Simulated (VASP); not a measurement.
# C (P1) in VASP: a series of runs

C is run at these levels: LDA; tasks: single point.

Everything below comes from runs of VASP 6.6.1. Logs are shortened: lines on timing, memory, paths and dates and some standing lists are left out, and cuts for length are marked.

### Step 1. The cell of the first run

The typed cell holds 8 atoms: a = 4.817 Å, b = 4.817 Å, c = 2.486 Å, α = 90.00°, β = 90.00°, γ = 128.22°.

### Step 2. Single point, LDA (atom 5 (C) moved -0.300 Å towards its neighbour atom 2 (C) at 1.515 Å)

The input, INCAR:

```
SYSTEM = C
  ALGO = Normal
  EDIFF = 1E-6
  ENCUT = 1300
  GGA_COMPAT = .FALSE.
  ISIF = 2
  ISMEAR = 0
  LASPH = .TRUE.
  LCHARG = .TRUE.
  LELF = .TRUE.
  LREAL = .FALSE.
  LVHAR = .TRUE.
  LWAVE = .FALSE.
  NBANDS = 26
  NELM = 120
  PREC = Accurate
  SIGMA = 0.05
```

The input, KPOINTS:

```
k-points
0
G
  6 6 10
  0 0 0
```

The input, POSCAR:

```
C
1.0
    2.1032727620     -4.3337146136      0.0000000000
    2.1032727620      4.3337146136      0.0000000000
    0.0000000000      0.0000000000      2.4856616114
C
8
Direct
    0.6482879639      0.9815881366      0.0000000000
    0.3517120361      0.0184118634      0.0000000000
    0.0184118634      0.3517120361      0.0000000000
    0.9815881366      0.6482879639      0.0000000000
    0.4150183215      0.2672003636      0.5990141778
    0.5954459046      0.7739231852      0.5000000000
    0.7739231852      0.5954459046      0.5000000000
    0.2260768148      0.4045540954      0.5000000000
```

Potentials or basis: VASP PAW LDA potentials, release 64 (C_h).

On the command line:

```bash
$ cat potpaw_LDA.64/C_h/POTCAR > POTCAR
$ mpirun -np 1 vasp_std > vasp.out
```

OUTCAR:

```text
SYSTEM = C
   EDIFF = 1E-6
   ENCUT = 1300
   ISIF = 2
   ISMEAR = 0
   LASPH = .TRUE.
   LREAL = .FALSE.
   NELM = 120
   PREC = Accurate

 ion  position               nearest neighbor table
   1  0.648  0.982  0.000-   6 1.51   6 1.51
   2  0.352  0.018  0.000-   5 1.44
   3  0.018  0.352  0.000-   8 1.51   8 1.51
   4  0.982  0.648  0.000-   7 1.51   7 1.51
   5  0.415  0.267  0.599-   2 1.44   8 1.44   7 1.47
   6  0.595  0.774  0.500-   1 1.51   1 1.51
   7  0.774  0.595  0.500-   5 1.47   4 1.51   4 1.51
   8  0.226  0.405  0.500-   5 1.44   3 1.51   3 1.51

  LATTYP: Found a base centered orthorhombic cell.
 ALAT       =     4.2065455240
 B/A-ratio  =     2.0604624811
 C/A-ratio  =     0.5909032952

  Lattice vectors:

 A1 = (   2.1032727620,  -4.3337146136,   0.0000000000)
 A2 = (   2.1032727620,   4.3337146136,   0.0000000000)
 A3 = (   0.0000000000,   0.0000000000,   2.4856616114)

Analysis of symmetry for initial positions (statically):
=====================================================================
 Subroutine PRICEL returns:
 Original cell was already a primitive cell.

 Routine SETGRP: Setting up the symmetry group for a
 base centered orthorhombic supercell.

 Subroutine GETGRP returns: Found  1 space group operations
 (whereof  1 operations were pure point group operations)
 out of a pool of  8 trial point group operations.

The static configuration has the point symmetry C_1 .

Analysis of symmetry for dynamics (positions and initial velocities):
=====================================================================
 Subroutine PRICEL returns:
 Original cell was already a primitive cell.

 Routine SETGRP: Setting up the symmetry group for a
 base centered orthorhombic supercell.

 Subroutine GETGRP returns: Found  1 space group operations
 (whereof  1 operations were pure point group operations)
 out of a pool of  8 trial point group operations.

The dynamic configuration has the point symmetry C_1 .

 Subroutine INISYM returns: Found  1 space group operations
 (whereof  1 operations are pure point group operations),
 and found     1 'primitive' translations

----------------------------------------------------------------------------------------

                                     Primitive cell

  volume of cell :      45.3135

  direct lattice vectors                    reciprocal lattice vectors
[... 104 lines left out ...]
   NFREE  =      0    steps in history (QN), initial steepest desc. (CG)
   ISIF   =      2    stress and relaxation
   ISYM   =      2    0-nonsym 1-usesym 2-fastsym
   POTIM  = 0.5000    time-step for ionic-motion
   TEBEG  =    0.0;   TEEND  =   0.0 temperature during run
   PSTRESS=    0.0 pullay stress
   NELECT =      32.0000    total number of electrons
   NUPDOWN=      -1.0000    fix difference up-down
   EMIN   =  10.00;   EMAX   =-10.00  energy-range for DOS
   EFERMI =   0.00;   METHOD = LEGACY
   ISMEAR =     0;   SIGMA  =   0.05  broadening in eV -4-tet -1-fermi 0-gaus
   EFERMI_NEDOS =   21; number of points for ismear=-14 and -15
   IALGO  =     38    algorithm
   IMIX   =      4    mixing-type and parameters
     AMIX     =   0.40;   BMIX     =  1.00
     AMIX_MAG =   1.60;   BMIX_MAG =  1.00
  volume/ion in A,a.u.               =       5.66        38.22
  Fermi-wavevector in a.u.,A,eV,Ry     =   1.457859  2.754954 28.917181  2.125353
  Thomas-Fermi vector in A             =   2.574611
   LORBIT       =      0    0 simple, 1 ext, 2 COOP (PROOUT), +10 PAW based schemes
   GGA     = CA    functional components
   LHFCALC =     F    Hartree Fock is set to
   AEXX    =    0.0000 exact exchange contribution
   IVDW    =     0    specifies the selected vdW correction
   LEPSILON=     F    determine dielectric tensor
   LRPA    =     F    only Hartree local field effects (RPA)
 non-spin polarized calculation
 Gauss-broadening in eV      SIGMA  =   0.05
  energy-cutoff  :     1300.00
  volume of cell :       45.31
 maximum number of plane-waves:      4859
 NGX is ok and might be reduce to    60
   NGX = 29   NGY = 29   NGZ = 15

 number of electron      32.0000000 magnetization

 Free energy of the ion-electron system (eV)
  ---------------------------------------------------
  ext. energy  EPLUGINS =         0.00000000
  ---------------------------------------------------
  free energy    TOTEN  =       -78.46057285 eV

  energy without entropy =      -78.46057285  energy(sigma->0) =      -78.46057285

 E-fermi :  12.6772     XC(G=0): -13.5997

 val. band max:       12.4446813196   @ k =   0.5000   0.5000   0.0000
 cond. band min:      13.4024207370   @ k =   0.5000   0.5000   0.3000
 fundamental gap:      0.9577394174
 Fermi energy:        12.6772133606

 k-point     1 :       0.0000    0.0000    0.0000
  band No.  band energies     occupation
      1     -10.8188      2.00000
      2      -5.3195      2.00000
      3      -4.9918      2.00000
      4      -3.8044      2.00000
      5      -3.3198      2.00000
      6      -1.3558      2.00000
[... 685 lines left out ...]
     25      21.4759      0.00000
     26      22.8749      0.00000

 [... further k-points ...]

------------------------ aborting loop because EDIFF is reached ----------------------------------------

  FORCE on cell =-STRESS in cart. coord.  units (eV):
  Direction    XX          YY          ZZ          XY          YZ          ZX
  --------------------------------------------------------------------------------------
  -------------------------------------------------------------------------------------
  Total        2.3971215      3.2338034      1.8023423     -0.0475620     -0.3982268      0.2527197
  in kB       84.7564436    114.3394985     63.7264835     -1.6816789    -14.0803416      8.9355609
  external PRESSURE =      87.6074752 kB  Pullay stress =       0.0000000 kB

 VOLUME and BASIS-vectors are now :
 -----------------------------------------------------------------------------
  energy-cutoff  :     1300.00
  volume of cell :       45.31
      direct lattice vectors                 reciprocal lattice vectors
     2.103272762 -4.333714614  0.000000000     0.237724754 -0.115374464  0.000000000
     2.103272762  4.333714614  0.000000000     0.237724754  0.115374464  0.000000000
     0.000000000  0.000000000  2.485661611     0.000000000  0.000000000  0.402307376

 POSITION                                       TOTAL-FORCE (eV/Angst)
 -----------------------------------------------------------------------------------
      3.42807      1.44443      0.00000         0.165706      0.660866      0.099204
      0.77847     -1.44443      0.00000         0.329113      0.482470      2.979620
      0.77847      1.44443      0.00000        -0.006126      0.286087     -0.191177
      3.42807     -1.44443      0.00000         0.608599      0.137795      0.188263
      1.43489     -0.64060      1.48895        -3.682868     -5.158148     -5.688847
      2.88016      0.77347      1.24283         0.767422      0.898638     -0.413729
      2.88016     -0.77347      1.24283         1.479985      0.445176      1.531789
      1.32639      0.77347      1.24283         0.338169      2.247116      1.494877
 -----------------------------------------------------------------------------------
    total drift:                                0.000001      0.000090     -0.000209

  FREE ENERGIE OF THE ION-ELECTRON SYSTEM (eV)
  ---------------------------------------------------
  free  energy   TOTEN  =       -78.4605728503 eV

  energy  without entropy=      -78.4605728503  energy(sigma->0) =      -78.46057285
```

It took 8.2 min on 1 thread of Intel Xeon Platinum 8488C (Sapphire Rapids), shared host; peak memory 0.64 GiB.

What came out:

* Free energy: -78.4606 eV
* Pressure: 8.8 GPa
* Largest force: 8.517 eV/Å
* Band gap on the k mesh: 0.96 eV (least direct gap 2.25 eV)

Forces on the atoms (eV/Å):
```
C    0.166  0.661  0.099
C    0.329  0.482  2.980
C   -0.006  0.286 -0.191
C    0.609  0.138  0.188
C   -3.683 -5.158 -5.689
C    0.767  0.899 -0.414
C    1.480  0.445  1.532
C    0.338  2.247  1.495
```

Levels at points of the mesh, in eV from the valence-band top:
```csv
k point,band 13,band 14,band 15,band 16,band 17,band 18,band 19,band 20
"(0.00, 0.00, 0.00)",-3.91,-3.48,-2.79,-1.20,1.43,3.59,4.12,4.54
"(0.50, 0.00, 0.00)",-5.33,-4.39,-4.14,-1.67,2.78,3.76,4.76,5.27
"(0.00, 0.50, 0.00)",-5.23,-4.53,-3.84,-2.19,2.61,3.78,4.79,5.47
"(0.50, 0.50, 0.00)",-4.10,-2.11,-1.95,0.00,2.25,3.92,4.86,4.88
"(0.00, 0.00, 0.50)",-7.61,-7.11,-4.87,-4.09,3.57,5.81,6.35,6.49
"(0.50, 0.00, 0.50)",-6.40,-6.06,-5.94,-4.04,3.10,4.18,5.10,5.61
"(0.00, 0.50, 0.50)",-6.37,-6.11,-6.02,-4.57,3.03,4.52,4.95,5.53
"(0.50, 0.50, 0.50)",-7.11,-6.76,-6.38,-6.25,1.41,3.14,3.60,3.88
```

Caveat: the cell differs from its parent crystal (atom 5 (C) moved -0.300 Å towards its neighbour atom 2 (C) at 1.515 Å); the stress differs along the axes, from 6 to 11 GPa; forces of over 1 eV/Å act on the atoms, so gaps and moduli don't describe the material at rest.

### Step 3. Single point, LDA (atom 5 (C) moved -0.450 Å towards its neighbour atom 2 (C) at 1.515 Å)

The input, INCAR:

```
SYSTEM = C
  PREC = Accurate
  ENCUT = 1300
  EDIFF = 1E-6
  ISMEAR = 0
  SIGMA = 0.05
  LREAL = .False.
  LASPH = .True.
  NELM = 120
  ALGO = Normal
  ISIF = 2
  LWAVE = .False.
  LCHARG = .True.
  GGA = CA
  LELF = .True.
  LVHAR = .True.
  NBANDS = 26
  GGA_COMPAT = .False.
```

The input, KPOINTS:

```
regular mesh
0
Gamma
  6 6 10
  0 0 0
```

POSCAR: that of step 2 with these lines changed.

```diff
@@ -12,3 +12,3 @@
     0.9815881366      0.6482879639      0.0000000000
-    0.4150183215      0.2672003636      0.5990141778
+    0.4202504346      0.2877621381      0.6485212667
     0.5954459046      0.7739231852      0.5000000000
```

Potentials or basis: VASP PAW LDA potentials, release 64 (C_h).

On the command line:

```bash
$ cat potpaw_LDA.64/C_h/POTCAR > POTCAR
$ mpirun -np 1 vasp_std > vasp.out
```

Run time: 6.7 min. Hardware: 1 thread of Intel Xeon 6975P-C (Granite Rapids), shared host; peak memory 0.64 GiB.

Results (log left out):

```
Free energy            : -77.1347 eV
Pressure               : 14.4 GPa
Largest force          : 9.662 eV/Å
Band gap on the k mesh : zero (bands 16 and 17 overlap by 0.13 eV)
```

Forces in eV/Å, atoms in the order of the input:
```
C    0.285  0.958  0.193
C   -0.151 -0.092  1.899
C   -0.082  0.529 -0.331
C    0.985  0.123  0.288
C   -4.370 -6.631 -5.503
C    1.047  1.207 -0.671
C    1.920  0.661  2.199
C    0.366  3.245  1.926
```

Stress tensor (GPa, compression positive):
```
11.83 -1.01  3.60
-1.01 18.12  0.69
 3.60  0.69 13.21
```

Levels at points of the mesh, in eV from the Fermi level:
| k point | band 12 | band 13 | band 14 | band 15 | band 16 | band 17 | band 18 | band 19 | band 20 | band 21 |
| --- | --- | --- | --- | --- | --- | --- | --- | --- | --- | --- |
| (0.00, 0.00, 0.00) | -4.83 | -4.22 | -3.87 | -3.10 | -0.77 | 0.41 | 3.28 | 3.84 | 4.37 | 5.76 |
| (0.50, 0.00, 0.00) | -6.28 | -5.64 | -4.79 | -4.45 | -0.94 | 1.16 | 3.47 | 4.39 | 4.93 | 5.23 |
| (0.00, 0.50, 0.00) | -5.79 | -5.60 | -4.85 | -4.12 | -1.57 | 1.02 | 3.42 | 4.44 | 5.10 | 5.40 |
| (0.50, 0.50, 0.00) | -6.18 | -4.19 | -2.63 | -2.42 | 0.13 | 1.06 | 3.59 | 4.45 | 4.55 | 5.22 |
| (0.00, 0.00, 0.50) | -8.47 | -7.98 | -7.25 | -5.29 | -4.13 | 2.03 | 5.10 | 6.01 | 6.29 | 6.46 |
| (0.50, 0.00, 0.50) | -7.72 | -6.80 | -6.39 | -6.20 | -3.97 | 1.69 | 3.81 | 4.41 | 5.23 | 5.62 |
| (0.00, 0.50, 0.50) | -7.28 | -6.75 | -6.43 | -6.27 | -4.69 | 1.62 | 4.11 | 4.42 | 5.11 | 5.26 |
| (0.50, 0.50, 0.50) | -7.72 | -7.46 | -7.16 | -6.51 | -6.07 | 0.11 | 2.79 | 3.20 | 3.56 | 8.04 |

Caveat: the cell differs from its parent crystal (atom 5 (C) moved -0.450 Å towards its neighbour atom 2 (C) at 1.515 Å); the stress differs along the axes, from 12 to 18 GPa; forces of over 1 eV/Å act on the atoms, so gaps and moduli don't describe the material at rest.

The gap in the log of VASP goes by the Fermi energy; the results here count the filled bands.